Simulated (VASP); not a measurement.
Here is a VASP 6.6.1 calculation.

File INCAR:

```
SYSTEM = Al
PREC = Accurate ; ENCUT = 520
EDIFF = 1E-7 ; ISMEAR = 0
SIGMA = 0.1 ; LREAL = .FALSE.
LASPH = .TRUE. ; NELM = 80
ALGO = Fast ; ISIF = 2
LWAVE = .FALSE. ; LCHARG = .FALSE.
GGA = PE ; NBANDS = 30
```

The input KPOINTS:

```
Automatic mesh
0
G
  18 18 2
  0 0 0
```

File POSCAR:

```
Al
1.0
    2.8531518044      0.0000000000      0.0000000000
   -1.4265759022      2.4709019435      0.0000000000
    0.0000000000      0.0000000000     28.1017410900
Al
12
Direct
    0.0000000000      0.0000000000      0.0002637367
    0.3333333333      0.6666666667      0.0833333333
    0.6666666667      0.3333333333      0.1664029300
    0.0000000000      0.0000000000      0.2493310649
    0.3333333333      0.6666666667      0.3333333333
    0.0000000000      0.0000000000      0.4173356018
    0.6666666667      0.3333333333      0.5002637367
    0.3333333333      0.6666666667      0.5833333333
    0.0000000000      0.0000000000      0.6664029300
    0.6666666667      0.3333333333      0.7493310649
    0.3333333333      0.6666666667      0.8333333333
    0.6666666667      0.3333333333      0.9173356018
```

Potentials or basis: VASP PAW PBE potentials, release 64 (Al).

Command:

```bash
$ cat potpaw_PBE.64/Al/POTCAR > POTCAR
$ mpirun -np 1 vasp_std > vasp.out
```

Problem. Predict the pressure.

Solution. 0.0 GPa.

Problem. Estimate the band gap on the k mesh.

Solution. Zero (bands 18 and 19 overlap by 5.64 eV).
